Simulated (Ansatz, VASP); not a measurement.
# One calculation of LiMgCl2, two programs

Contents of INCAR:

```
SYSTEM = LiMgCl2
  ALGO = Normal
  EDIFF = 1E-6
  EDIFFG = -0.01
  ENCUT = 600
  GGA = PE
  IBRION = 2
  ISIF = 3
  ISMEAR = 0
  LASPH = .True.
  LCHARG = .False.
  LREAL = .False.
  LWAVE = .False.
  NELM = 100
  NSW = 100
  PREC = Accurate
  SIGMA = 0.1
```

Contents of KPOINTS:

```
k-points
0
Gamma
  10 10 12
  0 0 0
```

File POSCAR:

```
LiMgCl2
1.0
    4.8427317361      0.0000000000      0.0000000000
    0.0000000000      4.8427317361      0.0000000000
    0.0000000000      0.0000000000      4.0939730935
Li Mg Cl
1 1 2
Direct
    0.5000000000      0.5000000000      0.5000000000
    0.0000000000      0.0000000000      0.0000000000
    0.0000000000      0.5000000000      0.2601891064
    0.5000000000      0.0000000000      0.7398108936
```

Input for Ansatz:

```yaml
crystal:
  lattice:
    - [4.8427317361, 0.0, 0.0]
    - [0.0, 4.8427317361, 0.0]
    - [0.0, 0.0, 4.0939730935]
  atoms:
    - { symbol: Li, position: [0.5, 0.5, 0.5] }
    - { symbol: Mg, position: [0.0, 0.0, 0.0] }
    - { symbol: Cl, position: [0.0, 0.5, 0.2601891064] }
    - { symbol: Cl, position: [0.5, 0.0, 0.7398108936] }
basis:
  ecutwfc: 420
kpoints:
  mp_grid: { grid: [10, 10, 12] }
hamiltonian:
  xc: pbe
scf:
  occupations: { method: gaussian, width: 0.1 }
output:
  forces: true
  stress: true
  eigenvalues: true
  write_density: true
  write_potential: true
  elf: true
  volumetric_format: npy
relax:
  adjacent_minimum: "off"
  f_tol: 0.01
  max_steps: 80
  cell: { stress_tol: 0.05 }
```

Alike in both runs: task relaxation of cell and atoms; functional PBE; k mesh 10 × 10 × 12; occupations gaussian, width 0.1 eV; no spin polarisation.

|  | VASP | Ansatz |
| --- | --- | --- |
| version | VASP 6.6.1 | Ansatz 0.2.0 |
| potentials or method | VASP PAW PBE potentials, release 64 (Li_sv, Mg, Cl), cutoff 600 eV | scalar-relativistic, plane waves, PAW |
| valence electrons in the cell | 19 | 27 |

```csv
,VASP,Ansatz,Ansatz less VASP
"gap on the k mesh at the Fermi level, each at its own relaxed structure (eV)",none,none,-
relaxed volume (Å³/atom),23.96,24.00,+0.047
relaxed cell length with the largest relative difference (Å),4.839,4.843,+0.0035
```

A gap of «none» marks a metal or a gap that the smearing closes. VASP's potentials hold 19 valence electrons a cell and Ansatz's 27, so a difference there can come from the potentials and not from the codes.

Noted on VASP's run: the cutoff is short for stress, so the pressure is rough.
